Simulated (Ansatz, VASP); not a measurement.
**NaScTe2: VASP beside Ansatz**

File INCAR:

```
SYSTEM = NaScTe2
PREC = Accurate
ENCUT = 520
EDIFF = 1E-6
ISMEAR = -1
SIGMA = 0.02
LREAL = .FALSE.
LASPH = .TRUE.
NELM = 60
ALGO = Normal
ISIF = 2
LWAVE = .FALSE.
LCHARG = .FALSE.
GGA = PE
NBANDS = 23
```

The input KPOINTS:

```
regular mesh
0
G
  6 6 4
  0 0 0
```

POSCAR

```
NaScTe2
1.0
    4.3099310190      0.0000000000      0.0000000000
    0.0000000000      4.3099310190      0.0000000000
    0.0000000000      0.0000000000      5.8991668818
Na Te Sc
1 2 1
Direct
    0.0000000000      0.0000000000      0.0000000000
    0.0000000000      0.0000000000      0.5000000000
    0.5000000000      0.5000000000      0.0000000000
    0.5000000000      0.5000000000      0.5000000000
```

Input for Ansatz:

```yaml
crystal:
  lattice:
    - [4.309931019, 0.0, 0.0]
    - [0.0, 4.309931019, 0.0]
    - [0.0, 0.0, 5.8991668818]
  atoms:
    - { symbol: Na, position: [0.0, 0.0, 0.0] }
    - { symbol: Te, position: [0.0, 0.0, 0.5] }
    - { symbol: Sc, position: [0.5, 0.5, 0.5] }
    - { symbol: Te, position: [0.5, 0.5, 0.0] }
kpoints:
  mp_grid: { grid: [6, 6, 4] }
  band_path:
    path:
      - [[0.0, 0.0, 0.0], [0.0, 0.5, 0.0], [0.5, 0.5, 0.0], [0.0, 0.0, 0.0], [0.0, 0.0, 0.5], [0.0, 0.5, 0.5], [0.5, 0.5, 0.5], [0.0, 0.0, 0.5]]
      - [[0.0, 0.5, 0.0], [0.0, 0.5, 0.5]]
      - [[0.5, 0.5, 0.0], [0.5, 0.5, 0.5]]
    npoints: 10
hamiltonian:
  xc: pbe
scf:
  occupations: { method: fermi_dirac, width: 0.02 }
  n_extra_bands: 5
output:
  forces: true
  stress: true
  eigenvalues: true
```

Alike in both runs: task single point; functional PBE; k mesh 6 × 6 × 4; occupations fermi-dirac, width 0.02 eV; no spin polarisation.

```csv
,VASP,Ansatz
version,VASP 6.6.1,Ansatz 0.2.0
potentials or method,"VASP PAW PBE potentials, release 64 (Na_pv, Te, Sc_sv)","plane waves, PAW"
plane-wave cutoff (eV),520,420
valence electrons in the cell,30,52
```

```csv
,VASP,Ansatz,Ansatz less VASP
pressure (GPa),0.5,0.4,-0.07
```

VASP's potentials hold 30 valence electrons a cell and Ansatz's 52, so a difference there can come from the potentials and not from the codes.

Spin-orbit coupling is off throughout.
